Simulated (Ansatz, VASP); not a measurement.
**Ir in VASP and in Ansatz**

```
CELL_PARAMETERS angstrom
2.73697 0.00000 0.00000
0.00000 2.73697 0.00000
0.00000 0.00000 24.67664
ATOMIC_POSITIONS crystal
Ir 0.50000 0.50000 0.30393
Ir 0.00000 0.00000 0.38236
Ir 0.50000 0.50000 0.46079
Ir 0.00000 0.00000 0.53921
Ir 0.50000 0.50000 0.61764
Ir 0.00000 0.00000 0.69607
```

Alike in both runs: task single point; functional PBEsol; k mesh 13 × 13 × 1; occupations gaussian, width 0.1 eV; no spin polarisation.

|  | VASP | Ansatz |
| --- | --- | --- |
| version | VASP 6.6.1 | Ansatz 0.2.0 |
| potentials or method | VASP PAW PBE potentials, release 64 (Ir), cutoff 520 eV | scalar-relativistic, plane waves, PAW |
| valence electrons in the cell | 54 | 102 |

|  | VASP | Ansatz | Ansatz less VASP |
| --- | --- | --- | --- |
| gap on the k mesh at the Fermi level (eV) | none | none | - |
| rms of the force components (eV/Å) | 0.570 | 0.582 | +0.0126 |

VASP's potentials were made for PBE, not for PBEsol. Atom by atom the forces differ by 0.015 eV/Å (rms over components). A gap of «none» marks a metal or a gap that the smearing closes. The functional is the same, so the differences come from potentials, cutoffs and numerics. VASP's potentials hold 54 valence electrons a cell and Ansatz's 102, so a difference there can come from the potentials and not from the codes. Ansatz's warnings: xc potential rough in thin density.

Neither program's run includes spin-orbit coupling.
